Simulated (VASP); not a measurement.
Input of a VASP 6.6.1 run:

The input POSCAR:

```
Pd
1.0
    0.0000000000      1.9465000000      1.9465000000
    1.9465000000      0.0000000000      1.9465000000
    1.9465000000      1.9465000000      0.0000000000
Pd
1
Direct
    0.0000000000      0.0000000000      0.0000000000
```

Contents of INCAR.step1:

```
SYSTEM = Pd
  ALGO = Normal
  EDIFF = 1E-5
  ENCUT = 520
  GGA = PE
  GGA_COMPAT = .False.
  ISIF = 2
  ISMEAR = -1
  LASPH = .True.
  LCHARG = .False.
  LMAXMIX = 4
  LNONCOLLINEAR = .True.
  LORBIT = 11
  LORBMOM = .True.
  LREAL = .False.
  LSORBIT = .True.
  LWAVE = .True.
  MAGMOM = 0 0 0
  NBANDS = 21
  NELM = 150
  PREC = Accurate
  SIGMA = 0.05
```

INCAR.step2

```
SYSTEM = Pd
  ALGO = Normal
  EDIFF = 1E-7
  ENCUT = 520
  GGA = PE
  GGA_COMPAT = .False.
  HFSCREEN = 0.2079
  ISIF = 2
  ISMEAR = -1
  ISTART = 1
  LASPH = .True.
  LCHARG = .False.
  LHFCALC = .True.
  LMAXMIX = 4
  LNONCOLLINEAR = .True.
  LORBIT = 11
  LORBMOM = .True.
  LREAL = .False.
  LSORBIT = .True.
  LWAVE = .False.
  MAGMOM = 0 0 0
  NBANDS = 21
  NELM = 150
  PREC = Accurate
  PRECFOCK = Normal
  SIGMA = 0.05
```

KPOINTS

```
k-points
0
Gamma
  5 5 5
  0 0 0
```

Potentials or basis: VASP PAW PBE potentials, release 64 (Pd).

Run with:

```bash
$ cat potpaw_PBE.64/Pd/POTCAR > POTCAR
$ cp INCAR.step1 INCAR
$ mpirun -np 1 vasp_ncl > vasp.out
$ cp INCAR.step2 INCAR
$ mpirun -np 1 vasp_ncl > vasp.out
```

**Question.** Estimate the pressure.

**Answer.** 7.7 GPa.

**Question.** Predict the net moment.

**Answer.** 0.00 μB per cell.

Moments on the atoms (μB; x, y, z):
```
Pd  0.00 0.00 0.00
```

Caveat: the k points lie up to 0.56 Å⁻¹ apart; the PAW data sets were made with another functional, which shifts forces and pressure a little.
